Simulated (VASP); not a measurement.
# HfH3 (Pm-3m) in VASP: settings compared

Aim: see how the results for HfH3 move with the level of theory and the settings. Levels: LDA, BLYP+D3(BJ), PBEsol+D3(BJ). Tasks: single point, relaxation of cell and atoms.

Everything below comes from runs of VASP 6.6.1. Logs are shortened: lines on timing, memory, paths and dates and some standing lists are left out, and cuts for length are marked.

## 1. The cell of the first run

The structure is cubic, space group Pm-3m (No. 221). Conventional cell: a = 3.033 Å, b = 3.033 Å, c = 3.033 Å, α = 90.00°, β = 90.00°, γ = 90.00°. Hf (site symmetry m-3m) has 12 H at 2.14 Å within 2.8 Å. Within 2.8 Å of H (site symmetry 4/mmm) lie 4 Hf at 2.14 Å and 8 H at 2.14 Å.

## 2. Single point, LDA

The input, INCAR:

```
SYSTEM = HfH3
PREC = Accurate
ENCUT = 520
EDIFF = 1E-7
ISMEAR = 1
SIGMA = 0.1
LREAL = .FALSE.
LASPH = .TRUE.
NELM = 100
ALGO = Normal
ISIF = 2
LWAVE = .FALSE.
LCHARG = .TRUE.
LELF = .TRUE.
LVHAR = .TRUE.
NBANDS = 14
```

The input, KPOINTS:

```
Automatic mesh
0
G
  7 7 7
  0 0 0
```

The input, POSCAR:

```
HfH3
1.0
    3.0328746872      0.0000000000      0.0000000000
    0.0000000000      3.0328746872      0.0000000000
    0.0000000000      0.0000000000      3.0328746872
Hf H
1 3
Direct
    0.0000000000      0.0000000000      0.0000000000
    0.0000000000      0.5000000000      0.5000000000
    0.5000000000      0.0000000000      0.5000000000
    0.5000000000      0.5000000000      0.0000000000
```

Potentials or basis: VASP PAW LDA potentials, release 64 (Hf_pv, H).

Started as:

```console
> cat potpaw_LDA.64/Hf_pv/POTCAR potpaw_LDA.64/H/POTCAR > POTCAR
> mpirun -np 1 vasp_std > vasp.out
```

OUTCAR:

```text
SYSTEM = HfH3
   PREC = Accurate
   ENCUT = 520
   EDIFF = 1E-7
   ISMEAR = 1
   LREAL = .FALSE.
   LASPH = .TRUE.
   NELM = 100
   ISIF = 2

 ion  position               nearest neighbor table
   1  0.000  0.000  0.000-   2 2.14   3 2.14   4 2.14   2 2.14   3 2.14   2 2.14   4 2.14   2 2.14
                             3 2.14   4 2.14   3 2.14   4 2.14
   2  0.000  0.500  0.500-   1 2.14   1 2.14   1 2.14   1 2.14
   3  0.500  0.000  0.500-   1 2.14   1 2.14   1 2.14   1 2.14
   4  0.500  0.500  0.000-   1 2.14   1 2.14   1 2.14   1 2.14

  LATTYP: Found a simple cubic cell.
 ALAT       =     3.0328746872

  Lattice vectors:

 A1 = (   3.0328746872,   0.0000000000,   0.0000000000)
 A2 = (   0.0000000000,   3.0328746872,   0.0000000000)
 A3 = (   0.0000000000,   0.0000000000,   3.0328746872)

Analysis of symmetry for initial positions (statically):
=====================================================================
 Subroutine PRICEL returns:
 Original cell was already a primitive cell.

 Routine SETGRP: Setting up the symmetry group for a
 simple cubic supercell.

 Subroutine GETGRP returns: Found 48 space group operations
 (whereof 48 operations were pure point group operations)
 out of a pool of 48 trial point group operations.

The static configuration has the point symmetry O_h .

Analysis of symmetry for dynamics (positions and initial velocities):
=====================================================================
 Subroutine PRICEL returns:
 Original cell was already a primitive cell.

 Routine SETGRP: Setting up the symmetry group for a
 simple cubic supercell.

 Subroutine GETGRP returns: Found 48 space group operations
 (whereof 48 operations were pure point group operations)
 out of a pool of 48 trial point group operations.

The dynamic configuration has the point symmetry O_h .

 Subroutine INISYM returns: Found 48 space group operations
 (whereof 48 operations are pure point group operations),
 and found     1 'primitive' translations

----------------------------------------------------------------------------------------

                                     Primitive cell

  volume of cell :      27.8974

  direct lattice vectors                    reciprocal lattice vectors
     3.032874687  0.000000000  0.000000000     0.329720184  0.000000000  0.000000000
     0.000000000  3.032874687  0.000000000     0.000000000  0.329720184  0.000000000
     0.000000000  0.000000000  3.032874687     0.000000000  0.000000000  0.329720184

  length of vectors
     3.032874687  3.032874687  3.032874687     0.329720184  0.329720184  0.329720184

  position of ions in fractional coordinates (direct lattice)
     0.000000000  0.000000000  0.000000000
     0.000000000  0.500000000  0.500000000
     0.500000000  0.000000000  0.500000000
     0.500000000  0.500000000  0.000000000

  ion indices of the primitive-cell ions
   primitive index   ion index
                 1           1
                 2           2
                 3           3
                 4           4

----------------------------------------------------------------------------------------

 KPOINTS: Automatic mesh

Automatic generation of k-mesh.
 Grid dimensions read from file:
 generate k-points for:    7    7    7

 Generating k-lattice:

  Cartesian coordinates                     Fractional coordinates (reciprocal lattice)
     0.047102883  0.000000000  0.000000000     0.142857143  0.000000000  0.000000000
     0.000000000  0.047102883  0.000000000     0.000000000  0.142857143  0.000000000
     0.000000000  0.000000000  0.047102883     0.000000000  0.000000000  0.142857143

  Length of vectors
     0.047102883  0.047102883  0.047102883

  Shift w.r.t. Gamma in fractional coordinates (k-lattice)
     0.000000000  0.000000000  0.000000000

 Subroutine IBZKPT returns following result:
 ===========================================

 Found     20 irreducible k-points:

 Following reciprocal coordinates:
            Coordinates               Weight
  0.000000  0.000000  0.000000      1.000000
  0.142857  0.000000  0.000000      6.000000
  0.285714  0.000000  0.000000      6.000000
  0.428571  0.000000  0.000000      6.000000
  0.142857  0.142857  0.000000     12.000000
  0.285714  0.142857  0.000000     24.000000
[... 12 lines left out ...]
  0.428571  0.428571  0.285714     24.000000
  0.428571  0.428571  0.428571      8.000000
   k-points           NKPTS =     20   k-points in BZ     NKDIM =     20   number of bands    NBANDS=     14
   number of dos      NEDOS =    301   number of ions     NIONS =      4
   total plane-waves  NPLWV =  13824
   dimension x,y,z NGX =    24 NGY =   24 NGZ =   24
   dimension x,y,z NGXF=    48 NGYF=   48 NGZF=   48
   ions per type =               1   3
   NGX,Y,Z   is equivalent  to a cutoff of  13.16, 13.16, 13.16 a.u.
   NGXF,Y,Z  is equivalent  to a cutoff of  26.31, 26.31, 26.31 a.u.
 SYSTEM =  HfH3
   PREC   = accura    normal or accurate (medium, high low for compatibility)
   ISTART =      0    job   : 0-new  1-cont  2-samecut
   ICHARG =      2    charge: 1-file 2-atom 10-const
   ISPIN  =      1    spin polarized calculation?
   LNONCOLLINEAR =      F non collinear calculations
   LSORBIT =      F    spin-orbit coupling
   LASPH  =      T    aspherical Exc in radial PAW
   ENCUT  =  520.0 eV  38.22 Ry    6.18 a.u.   5.64  5.64  5.64*2*pi/ulx,y,z
   NELM   =    100;   NELMIN=  2; NELMDL= -5     # of ELM steps
   EDIFF  = 0.1E-06   stopping-criterion for ELM
   LREAL  =      F    real-space projection
   EDIFFG = 0.1E-05   stopping-criterion for IOM
   NSW    =      0    number of steps for IOM
   IBRION =     -1    ionic relax: 0-MD 1-quasi-New 2-CG
   NFREE  =      0    steps in history (QN), initial steepest desc. (CG)
   ISIF   =      2    stress and relaxation
   ISYM   =      2    0-nonsym 1-usesym 2-fastsym
   POTIM  = 0.5000    time-step for ionic-motion
   TEBEG  =    0.0;   TEEND  =   0.0 temperature during run
   PSTRESS=    0.0 pullay stress
   NELECT =      13.0000    total number of electrons
   NUPDOWN=      -1.0000    fix difference up-down
   EMIN   =  10.00;   EMAX   =-10.00  energy-range for DOS
   EFERMI =   0.00;   METHOD = LEGACY
   ISMEAR =     1;   SIGMA  =   0.10  broadening in eV -4-tet -1-fermi 0-gaus
   EFERMI_NEDOS =   21; number of points for ismear=-14 and -15
   IALGO  =     38    algorithm
   IMIX   =      4    mixing-type and parameters
     AMIX     =   0.40;   BMIX     =  1.00
     AMIX_MAG =   1.60;   BMIX_MAG =  1.00
  volume/ion in A,a.u.               =       6.97        47.07
  Fermi-wavevector in a.u.,A,eV,Ry     =   1.269214  2.398466 21.917678  1.610904
  Thomas-Fermi vector in A             =   2.402267
   LORBIT       =      0    0 simple, 1 ext, 2 COOP (PROOUT), +10 PAW based schemes
   GGA     = CA    functional components
   LHFCALC =     F    Hartree Fock is set to
   AEXX    =    0.0000 exact exchange contribution
   IVDW    =     0    specifies the selected vdW correction
   LEPSILON=     F    determine dielectric tensor
   LRPA    =     F    only Hartree local field effects (RPA)
 non-spin polarized calculation
 Methfessel and Paxton  Order N= 1 SIGMA  =   0.10
  energy-cutoff  :      520.00
  volume of cell :       27.90
 maximum number of plane-waves:       764
 NGX is ok and might be reduce to    24
   NGX = 11   NGY = 11   NGZ = 11

 number of electron      13.0000004 magnetization

 Free energy of the ion-electron system (eV)
  ---------------------------------------------------
  ext. energy  EPLUGINS =         0.00000000
  ---------------------------------------------------
  free energy    TOTEN  =       -22.59900603 eV

  energy without entropy =      -22.59826735  energy(sigma->0) =      -22.59875980

 E-fermi :   5.3631     XC(G=0): -11.7820

 val. band max:        5.1594368184   @ k =   0.2857   0.2857   0.0000
 cond. band min:       5.4108445270   @ k =   0.2857   0.2857   0.1429
 fundamental gap:      0.2514077086
 Fermi energy:         5.3630582401

 k-point     1 :       0.0000    0.0000    0.0000
  band No.  band energies     occupation
      1     -25.3630      2.00000
      2     -25.3630      2.00000
      3     -25.3630      2.00000
      4      -6.5830      2.00000
      5       0.6102      2.00000
      6       0.6102      2.00000
      7       9.8842      0.00000
      8       9.8842      0.00000
      9       9.8842      0.00000
     10      11.9648      0.00000
     11      11.9648      0.00000
     12      13.5973      0.00000
     13      13.5973      0.00000
     14      13.5973      0.00000

 k-point     2 :       0.1429    0.0000    0.0000
  band No.  band energies     occupation
      1     -25.5145      2.00000
      2     -25.3504      2.00000
      3     -25.3504      2.00000
      4      -6.1347      2.00000
      5       0.6348      2.00000
      6       0.9145      2.00000
      7       8.7747      0.00000
      8       8.7747      0.00000
      9       9.9500      0.00000
     10      10.6740      0.00000
     11      10.7822      0.00000
     12      13.8668      0.00000
     13      14.8666      0.00000
     14      14.8666      0.00000

 k-point     3 :       0.2857    0.0000    0.0000
  band No.  band energies     occupation
      1     -25.8404      2.00000
      2     -25.3221      2.00000
      3     -25.3221      2.00000
      4      -4.9338      2.00000
      5       0.1519      2.00000
      6       1.8093      2.00000
      7       7.2693     -0.00000
      8       7.2693     -0.00000
      9       8.1809      0.00000
     10      10.1025      0.00000
     11      10.3669      0.00000
     12      14.3665      0.00000
     13      16.8162      0.00000
     14      16.8162      0.00000

 k-point     4 :       0.4286    0.0000    0.0000
  band No.  band energies     occupation
      1     -26.0888      2.00000
      2     -25.2992      2.00000
      3     -25.2992      2.00000
      4      -3.2999      2.00000
      5      -1.2695      2.00000
      6       3.1524      2.00000
      7       5.8674     -0.00000
      8       6.4069     -0.00000
      9       6.4069     -0.00000
     10      10.2299      0.00000
     11      11.8060      0.00000
     12      15.0497      0.00000
     13      16.9525      0.00000
     14      18.2969      0.00000

 k-point     5 :       0.1429    0.1429    0.0000
  band No.  band energies     occupation
      1     -25.5114      2.00000
      2     -25.4877      2.00000
      3     -25.3380      2.00000
      4      -5.7024      2.00000
      5       0.8516      2.00000
      6       0.9930      2.00000
      7       7.2526     -0.00000
      8       8.6132      0.00000
      9       9.2124      0.00000
     10      10.5979      0.00000
     11      11.1441      0.00000
[... 208 lines left out ...]
 k-point    18 :       0.4286    0.2857    0.2857
  band No.  band energies     occupation
      1     -25.9437      2.00000
      2     -25.6960      2.00000
      3     -25.6668      2.00000
      4      -1.9554      2.00000
      5      -0.2330      2.00000
      6       0.1304      2.00000
      7       6.3093     -0.00000
      8       6.4676     -0.00000
      9       8.3021      0.00000
     10      12.3416      0.00000
     11      12.7652      0.00000
     12      13.3837      0.00000
     13      14.9155      0.00000
     14      16.9504      0.00000

 k-point    19 :       0.4286    0.4286    0.2857
  band No.  band energies     occupation
      1     -25.9067      2.00000
      2     -25.9004      2.00000
      3     -25.6481      2.00000
      4      -1.7693      2.00000
      5      -0.4525      2.00000
      6      -0.3531      2.00000
      7       6.2479     -0.00000
      8       8.8035      0.00000
      9       8.9301      0.00000
     10      10.8200      0.00000
     11      12.6486      0.00000
     12      14.5649      0.00000
     13      14.8583      0.00000
     14      16.8288      0.00000

 k-point    20 :       0.4286    0.4286    0.4286
  band No.  band energies     occupation
      1     -25.8703      2.00000
      2     -25.8619      2.00000
      3     -25.8619      2.00000
      4      -1.4139      2.00000
      5      -1.0393      2.00000
      6      -1.0393      2.00000
      7       9.0651      0.00000
      8       9.6390      0.00000
      9       9.6390      0.00000
     10       9.6390      0.00000
     11      13.6867      0.00000
     12      13.6867      0.00000
     13      15.6569      0.00000
     14      15.6569      0.00000

------------------------ aborting loop because EDIFF is reached ----------------------------------------

  FORCE on cell =-STRESS in cart. coord.  units (eV):
  Direction    XX          YY          ZZ          XY          YZ          ZX
  --------------------------------------------------------------------------------------
  -------------------------------------------------------------------------------------
  Total       -0.0470010     -0.0470010     -0.0470010      0.0000000      0.0000000      0.0000000
  in kB       -2.6993194     -2.6993194     -2.6993194      0.0000000      0.0000000      0.0000000
  external PRESSURE =      -2.6993194 kB  Pullay stress =       0.0000000 kB

 VOLUME and BASIS-vectors are now :
 -----------------------------------------------------------------------------
  energy-cutoff  :      520.00
  volume of cell :       27.90
      direct lattice vectors                 reciprocal lattice vectors
     3.032874687  0.000000000  0.000000000     0.329720184  0.000000000  0.000000000
     0.000000000  3.032874687  0.000000000     0.000000000  0.329720184  0.000000000
     0.000000000  0.000000000  3.032874687     0.000000000  0.000000000  0.329720184

 POSITION                                       TOTAL-FORCE (eV/Angst)
 -----------------------------------------------------------------------------------
      0.00000      0.00000      0.00000         0.000000      0.000000      0.000000
      0.00000      1.51644      1.51644         0.000000      0.000000      0.000000
      1.51644      0.00000      1.51644         0.000000      0.000000      0.000000
      1.51644      1.51644      0.00000         0.000000      0.000000      0.000000
 -----------------------------------------------------------------------------------
    total drift:                               -0.000000      0.000000     -0.000000

  FREE ENERGIE OF THE ION-ELECTRON SYSTEM (eV)
  ---------------------------------------------------
  free  energy   TOTEN  =       -22.5990060254 eV

  energy  without entropy=      -22.5982673522  energy(sigma->0) =      -22.59875980
```

Wall time 10 s (1 thread of Intel Xeon 8259CL, shared host); peak memory 0.13 GiB.

Results:

* Free energy: -22.5990 eV
* Pressure: -0.3 GPa

Levels at points of the mesh, in eV from the Fermi level:
```
           k point  band 2  band 3  band 4  band 5  band 6  band 7  band 8  band 9  band 10  band 11
(0.00, 0.00, 0.00)  -30.73  -30.73  -11.95   -4.75   -4.75    4.52    4.52    4.52     6.60     6.60
```

Caveat: spin-orbit coupling is left out, which moves the levels of the heavy elements.

## 3. Single point, BLYP+D3(BJ)

This run uses another cell than the first one, of 7.09 Å³/atom, 1.017 times its volume.

The input, INCAR:

```
SYSTEM = HfH3
PREC = Accurate
ENCUT = 520
EDIFF = 1E-7
ISMEAR = 1
SIGMA = 0.1
LREAL = .FALSE.
LASPH = .TRUE.
NELM = 100
ALGO = Normal
ISIF = 2
LWAVE = .FALSE.
LCHARG = .FALSE.
GGA = B5
ALDAX = 1.0
AGGAX = 1.0
AGGAC = 1.0
ALDAC = 0.0
IVDW = 12
VDW_S6 = 1.0
VDW_S8 = 2.6996
VDW_A1 = 0.4298
VDW_A2 = 4.2359
NBANDS = 14
```

The input, KPOINTS:

```
regular mesh
0
G
  7 7 7
  0 0 0
```

The input, POSCAR:

```
HfH3
1.0
    3.0498206506      0.0000000000      0.0000000000
    0.0000000000      3.0498206506      0.0000000000
    0.0000000000      0.0000000000      3.0498206506
Hf H
1 3
Direct
    0.0000000000      0.0000000000      0.0000000000
    0.0000000000      0.5000000000      0.5000000000
    0.5000000000      0.0000000000      0.5000000000
    0.5000000000      0.5000000000      0.0000000000
```

Potentials or basis: VASP PAW PBE potentials, release 64 (Hf_pv, H).

Started as:

```console
> cat potpaw_PBE.64/Hf_pv/POTCAR potpaw_PBE.64/H/POTCAR > POTCAR
> mpirun -np 1 vasp_std > vasp.out
```

Run time: 27 s. Hardware: 1 thread of Intel Xeon 8259CL, shared host; peak memory 0.15 GiB.

It converged, with:

```
Free energy                : -21.2027 eV
Pressure                   : -0.5 GPa
Dispersion energy per atom : -0.446 eV
```

Levels at points of the mesh, in eV from the Fermi level:
```tsv
k point	band 3	band 4	band 5	band 6	band 7	band 8	band 9	band 10
(0.00, 0.00, 0.00)	-31.02	-11.79	-4.88	-4.88	4.41	4.41	4.41	5.92
```

Caveat: the PAW data sets were made with another functional, which shifts forces and pressure a little; spin-orbit coupling is left out, which moves the levels of the heavy elements; pairwise dispersion overbinds metals, which lowers pressure and volume.

(Continued in part 2 of 2.)
